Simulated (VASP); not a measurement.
Write the native input for VASP 6.6.1 that does the following.

```yaml
Task: relaxation of cell and atoms
Functional: PBEsol
Potentials_or_basis: VASP PAW PBE potentials, release 64 (Au)
Cutoff: 600 eV
k_mesh: 11 × 11 × 11
Occupations: fermi-dirac, width 0.05 eV
Spin: no spin polarisation
Target_pressure: 30 GPa
Dipole_correction: no
Further_INCAR_settings: ALGO = Fast; EDIFF = 1e-06; IBRION = 2; EDIFFG = -0.01; NSW = 60; ISIF = 3
```

The structure of Au lies in POSCAR:

```
Au
1.0
    0.0000000000      2.0350000000      2.0350000000
    2.0350000000      0.0000000000      2.0350000000
    2.0350000000      2.0350000000      0.0000000000
Au
1
Direct
    0.0000000000      0.0000000000      0.0000000000
```

The input as run:

INCAR

```
ALGO = Fast
EDIFF = 1E-6
EDIFFG = -0.01
ENCUT = 600
GGA = PS
IBRION = 2
ISIF = 3
ISMEAR = -1
LASPH = True
LCHARG = False
LREAL = False
LWAVE = False
NELM = 60
NSW = 60
PREC = Accurate
PSTRESS = 300.0
SIGMA = 0.05
```

KPOINTS

```
k-points
0
Gamma
  11 11 11
```

Potentials or basis: VASP PAW PBE potentials, release 64 (Au).

Command:

```sh
$ cat potpaw_PBE.64/Au/POTCAR > POTCAR
$ mpirun -np 1 vasp_std > vasp.out
```

It gave:

The relaxed volume is 15.05 Å³/atom, the relaxed cell is a = 2.771 Å, b = 2.771 Å, c = 2.771 Å, α = 60.00°, β = 60.00°, γ = 60.00° and the space group after relaxing (to 0.05 Å) is Fm-3m (No. 225). The energy change on relaxing (the enthalpy is what falls) is +158.8 meV/atom and the ionic steps are 5. The pressure after relaxing is 30.1 GPa.

Caveat: the cell is relaxed towards a set pressure, so the enthalpy falls and the energy may rise; the PAW data sets were made with another functional, which shifts forces and pressure a little.

Run time: 29 s on 1 thread of Intel(R) Xeon(R) Platinum 8375C CPU @ 2.90GHz (Ice Lake) (shared host), peak memory 0.16 GiB.
